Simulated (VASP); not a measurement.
## PbS: single point with r2SCAN

PbS:

```
CELL_PARAMETERS angstrom
0.00000 2.96793 2.96793
2.96793 0.00000 2.96793
2.96793 2.96793 0.00000
ATOMIC_POSITIONS crystal
Pb 0.00000 0.00000 0.00000
S 0.50000 0.50000 0.50000
```

```yaml
Program: VASP 6.6.1
Task: single point
Functional: r2SCAN
Potentials_or_basis: VASP PAW PBE potentials, release 64 (Pb_d, S)
Cutoff: 520 eV
k_mesh: 10 × 10 × 10
Occupations: gaussian, width 0.02 eV
Spin: no spin polarisation
Dipole_correction: no
Further_INCAR_settings: ALGO = Normal; EDIFF = 1e-07; NBANDS = 17
```

```yaml
Pressure: 1.2 GPa
Band_gap_on_the_k_mesh: 0.63 eV, direct
```

Levels at points of the mesh, in eV from the valence-band top:
```csv
k point,band 7,band 8,band 9,band 10,band 11,band 12,band 13,band 14
"(0.00, 0.00, 0.00)",-6.11,-2.33,-2.33,-2.33,5.55,5.55,5.55,7.14
"(0.50, 0.00, 0.00)",-9.11,-1.92,-1.92,0.00,0.63,2.18,2.18,9.16
"(0.50, 0.50, 0.00)",-7.37,-5.37,-3.61,-3.61,4.15,6.00,6.08,6.08
```

It took 3.8 min on 1 thread of AMD EPYC 7R13, on a shared host, peak memory 0.18 GiB.

Caveat: the PAW data sets were made with another functional, which shifts forces and pressure a little; spin-orbit coupling is left out, which moves the levels of the heavy elements. A k mesh can miss the band edges.
